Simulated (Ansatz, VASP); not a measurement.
## One calculation of Ir, two programs

```
Ir
1.0
     2.82221    0.00000    0.00000
    -1.41111    2.44411    0.00000
     0.00000    0.00000    9.22213
Ir
4
Direct
  0.00000 0.00000 0.00000
  0.00000 0.00000 0.50000
  0.33333 0.66667 0.25000
  0.66667 0.33333 0.75000
```

Alike in both runs: task single point; functional BLYP; k mesh 15 × 15 × 4; occupations fermi-dirac, width 0.1 eV; no spin polarisation.

```csv
,VASP,Ansatz
version,VASP 6.6.1,Ansatz 0.2.0
potentials or method,"VASP PAW PBE potentials, release 64 (Ir_sv_GW), cutoff 500 eV","plane waves (420 eV) with PAW, scalar-relativistic"
valence electrons in the cell,68,68
```

```csv
,VASP,Ansatz,Ansatz less VASP
pressure (GPa),-11.8,-10.3,+1.49
"traceless stress, the component that is largest in VASP (GPa)",-0.09,-0.09,+0.002
```

VASP's potentials were made for PBE, not for BLYP. The functional is the same, so the differences come from potentials, cutoffs and numerics.

Spin-orbit coupling is off throughout.
